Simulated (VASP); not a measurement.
Crystal: Si.

```
Si
1.0
     2.62397    0.00000    0.00000
     0.00000    2.66413    0.00000
     0.00000    0.00000    2.86393
Si
1
Cartesian
  0.0000 0.0000 0.0000
```

* Program: VASP 6.6.1
* Task: relaxation of cell and atoms
* Functional: PBE
* Potentials or basis: VASP PAW PBE potentials, release 64 (Si)
* Cutoff: 600 eV
* k mesh: 6 × 6 × 6
* Occupations: gaussian, width 0.1 eV
* Spin: no spin polarisation

At the start: pressure -12.8 GPa; volume 20.02 Å³/atom.

Problem. How do energy, volume and symmetry change on relaxing?

Solution. Over 9 steps the energy falls by 215.0 meV/atom and the volume is 16.19 Å³/atom (-19.1 %); space group P4/mmm (No. 123, to 0.1 Å) before, Pm-3m (No. 221, to 0.1 Å).

The path:
| step | energy change (eV) | largest force (eV/Å) | pressure (GPa) | volume (Å³) |
| --- | --- | --- | --- | --- |
| 1 | 0.0000 | 0.0000 | -12.82 | 20.02 |
| 2 | -0.1984 | 0.0000 | 3.72 | 15.72 |
| 3 | -0.2015 | 0.0000 | 1.00 | 16.11 |
| 4 | -0.2130 | 0.0000 | 1.11 | 16.02 |
| 5 | -0.2144 | 0.0000 | 0.96 | 16.04 |
| 6 | -0.2146 | 0.0000 | 0.92 | 16.05 |
| 7 | -0.2146 | 0.0000 | 0.92 | 16.05 |
| 8 | -0.2149 | 0.0000 | -0.38 | 16.25 |
| 9 | -0.2150 | 0.0000 | 0.01 | 16.19 |

Final structure:
```
Si
1.0
     2.49686    0.00000    0.00000
     0.00000    2.54601    0.00000
     0.00000    0.00000    2.54634
Si
1
Direct
  0.00000 0.00000 0.00000
```

Caveat: the k points lie up to 0.42 Å⁻¹ apart in the final cell, too coarse for converged energies and pressures of a metal; the volume moved by over 15 % at a fixed basis, so the end points are rough.
